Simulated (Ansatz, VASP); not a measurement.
## Two plane-wave programs on Si

Contents of POSCAR:

```
Si
1.0
    0.0000000000      2.7259520851      2.7259520851
    2.7259520851      0.0000000000      2.7259520851
    2.7259520851      2.7259520851      0.0000000000
Si
2
Direct
    0.5000000000      0.5000000000      0.5000000000
    0.7500000000      0.7500000000      0.7500000000
```

File INCAR.step1:

```
  PREC = Accurate
  ENCUT = 520
  EDIFF = 1E-5
  ISMEAR = 0
  SIGMA = 0.05
  LREAL = False
  LASPH = True
  NELM = 100
  ALGO = Normal
  ISIF = 2
  LWAVE = True
  LCHARG = False
  NBANDS = 11
  GGA = PE
```

File INCAR.step2:

```
  PREC = Accurate
  ENCUT = 520
  EDIFF = 1E-6
  ISMEAR = 0
  SIGMA = 0.05
  LREAL = False
  LASPH = True
  NELM = 100
  ALGO = Normal
  ISIF = 2
  LWAVE = False
  LCHARG = False
  GGA = PE
  LHFCALC = True
  HFSCREEN = 0.2079
  PRECFOCK = Normal
  NBANDS = 11
  ISTART = 1
```

Contents of KPOINTS:

```
Automatic mesh
0
Gamma
  6 6 6
```

Input for Ansatz:

```yaml
crystal:
  lattice:
    - [0.0, 2.7259520851, 2.7259520851]
    - [2.7259520851, 0.0, 2.7259520851]
    - [2.7259520851, 2.7259520851, 0.0]
  atoms:
    - { symbol: Si, position: [0.5, 0.5, 0.5] }
    - { symbol: Si, position: [0.75, 0.75, 0.75] }
basis:
  ecutwfc: 420
  ecutrho_ratio: 4
kpoints:
  mp_grid: { grid: [6, 6, 6] }
hamiltonian:
  xc: hse06
scf:
  occupations: { method: gaussian, width: 0.05 }
output:
  forces: true
  stress: true
  eigenvalues: true
```

Alike in both runs: task single point; functional HSE06; k mesh 6 × 6 × 6; occupations gaussian, width 0.05 eV; no spin polarisation.

|  | VASP | Ansatz |
| --- | --- | --- |
| version | VASP 6.6.1 | Ansatz 0.2.0 |
| potentials or method | VASP PAW PBE potentials, release 64 (Si), cutoff 520 eV | scalar-relativistic, plane waves, PAW |
| valence electrons in the cell | 8 | 8 |

```tsv
	VASP	Ansatz	Ansatz less VASP
gap on the k mesh at the Fermi level (eV)	1.31	1.30	-0.013
least direct gap on the mesh (eV)	3.32	3.31	-0.010
pressure (GPa)	-0.9	-0.6	+0.34
```

Ansatz's warnings: stress exchange threshold loose, stress scf threshold loose.
